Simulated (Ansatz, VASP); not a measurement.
## H: VASP beside Ansatz

File INCAR:

```
PREC     = Accurate       # precision mode
ENCUT    = 520            # plane-wave cutoff, eV
EDIFF    = 1E-7           # SCF threshold, eV
ISMEAR   = 0              # smearing method
SIGMA    = 0.02           # smearing width, eV
LREAL    = F              # projectors in reciprocal space
LASPH    = T              # aspherical terms in the spheres
NELM     = 60             # most SCF steps
ALGO     = Normal         # electronic algorithm
ISIF     = 2              # what is computed and relaxed
LWAVE    = F              # write WAVECAR
LCHARG   = F              # write CHGCAR
GGA      = PE             # functional
NBANDS   = 10             # bands
```

The input KPOINTS:

```
Automatic mesh
0
Gamma
  9 9 6
```

The input POSCAR:

```
H
1.0
    3.8401304226      0.0000000000      0.0000000000
   -1.9200652113      3.3256504998      0.0000000000
    0.0000000000      0.0000000000      5.0466615500
H
4
Direct
    0.3333333300      0.6666666700      0.1764958800
    0.6666666700      0.3333333300      0.6764958800
    0.7057278433      0.3333333300      0.8235041200
    0.3333333300      0.6666666700      0.3235041200
```

Input for Ansatz:

```yaml
crystal:
  lattice:
    - [3.8401304226, 0.0, 0.0]
    - [-1.9200652113, 3.3256504998, 0.0]
    - [0.0, 0.0, 5.04666155]
  atoms:
    - { symbol: H, position: [0.33333333, 0.66666667, 0.17649588] }
    - { symbol: H, position: [0.66666667, 0.33333333, 0.67649588] }
    - { symbol: H, position: [0.7057278433, 0.33333333, 0.82350412] }
    - { symbol: H, position: [0.33333333, 0.66666667, 0.32350412] }
basis:
  ecutwfc: 420
kpoints:
  mp_grid: { grid: [9, 9, 6] }
hamiltonian:
  xc: pbe
scf:
  occupations: { method: gaussian, width: 0.02 }
output:
  forces: true
  stress: true
  eigenvalues: true
```

Change from the starting cell: one atom moved.

Alike in both runs: task single point; functional PBE; k mesh 9 × 9 × 6; occupations gaussian, width 0.02 eV; no spin polarisation.

```csv
,VASP,Ansatz
version,VASP 6.6.1,Ansatz 0.2.0
potentials or method,"VASP PAW PBE potentials, release 64 (H), cutoff 520 eV","scalar-relativistic, plane waves, PAW"
valence electrons in the cell,4,4
```

```tsv
	VASP	Ansatz	Ansatz less VASP
gap on the k mesh at the Fermi level (eV)	9.33	9.33	-0.002
least direct gap on the mesh (eV)	9.33	9.33	-0.002
pressure (GPa)	-0.1	0.1	+0.16
traceless stress, the component that is largest in VASP (GPa)	0.09	0.15	+0.053
rms of the force components (eV/Å)	0.152	0.153	+0.0018
```

Atom by atom the forces differ by 0.007 eV/Å (rms over components). With one functional, cell and mesh, what is left measures potentials, basis and numerics.
